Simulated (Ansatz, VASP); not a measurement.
# One calculation of InP, two programs

```
CELL_PARAMETERS angstrom
0.00000 2.94075 2.94075
2.94075 0.00000 2.94075
2.94075 2.94075 0.00000
ATOMIC_POSITIONS crystal
In 0.00000 0.00000 0.00000
P 0.75000 0.75000 0.75000
```

Alike in both runs: task single point; functional BLYP; dispersion D3(BJ); k mesh 8 × 8 × 8; occupations gaussian, width 0.05 eV; no spin polarisation.

```csv
,VASP,Ansatz
version,VASP 6.6.1,Ansatz 0.2.0
potentials or method,"VASP PAW PBE potentials, release 64 (In_d, P), cutoff 520 eV","scalar-relativistic, plane waves, PAW"
valence electrons in the cell,18,18
```

```csv
,VASP,Ansatz,Ansatz less VASP
gap on the k mesh at the Fermi level (eV),0.57,0.54,-0.028
least direct gap on the mesh (eV),0.57,0.54,-0.028
pressure (GPa),0.9,0.9,-0.03
```

VASP's potentials were made for PBE, not for BLYP.
